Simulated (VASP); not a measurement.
**CO2: single point with PBE**

Crystal: CO2.

```
C O
1.0
     5.63000    0.00000    0.00000
     0.00000    5.63000    0.00000
     0.00000    0.00000    5.63000
C O
4 8
Direct
  0.00000 0.00000 0.00000
  0.50000 0.00000 0.50000
  0.50000 0.50000 0.00000
  0.00000 0.50000 0.50000
  0.11982 0.11982 0.11982
  0.38018 0.88018 0.61982
  0.61982 0.38018 0.88018
  0.88018 0.61982 0.38018
  0.88018 0.88018 0.88018
  0.61982 0.11982 0.38018
  0.38018 0.61982 0.11982
  0.11982 0.38018 0.61982
```

```json
{
 "Program": "VASP 6.6.1",
 "Task": "single point",
 "Functional": "PBE",
 "Potentials or basis": "VASP PAW PBE potentials, release 64 (C_h, O_h)",
 "Cutoff": "910 eV",
 "k mesh": "4 × 4 × 4",
 "Occupations": "fermi-dirac, width 0.02 eV",
 "Spin": "no spin polarisation",
 "Dipole correction": "no",
 "Further INCAR settings": "ALGO = Normal; EDIFF = 1e-06; NBANDS = 44"
}
```

The pressure is 0.9 GPa. The largest force is 0.021 eV/Å. The band gap on the k mesh is 6.79 eV.

Forces on the atoms (eV/Å):
```
C    0.000  0.000  0.000
C    0.000  0.000  0.000
C    0.000  0.000  0.000
C    0.000  0.000  0.000
O    0.012  0.012  0.012
O   -0.012 -0.012  0.012
O    0.012 -0.012 -0.012
O   -0.012  0.012 -0.012
O   -0.012 -0.012 -0.012
O    0.012  0.012 -0.012
O   -0.012  0.012  0.012
O    0.012 -0.012  0.012
```

Levels at points of the mesh, in eV from the valence-band top:
| k point | band 30 | band 31 | band 32 | band 33 | band 34 | band 35 |
| --- | --- | --- | --- | --- | --- | --- |
| (0.00, 0.00, 0.00) | -0.19 | 0.00 | 0.00 | 6.79 | 8.05 | 8.05 |
| (0.50, 0.00, 0.00) | -0.29 | -0.07 | -0.07 | 7.99 | 7.99 | 8.18 |
| (0.50, 0.50, 0.00) | -0.27 | -0.27 | -0.27 | 7.98 | 7.98 | 7.98 |
| (0.50, 0.50, 0.50) | -0.31 | -0.31 | -0.31 | 7.98 | 7.98 | 7.98 |

Run time: 2.4 min on 1 thread of Intel(R) Xeon(R) Platinum 8375C CPU @ 2.90GHz (Ice Lake), on a shared host, peak memory 0.49 GiB.

Caveat: the cutoff is under 1.25 times the usual one of these potentials, so pressure, stress and relaxed cells hold a basis-set (Pulay) error; this functional lacks dispersion, which holds the molecules together, so the pressure and a relaxed volume are unreliable. A k mesh can miss the band edges.
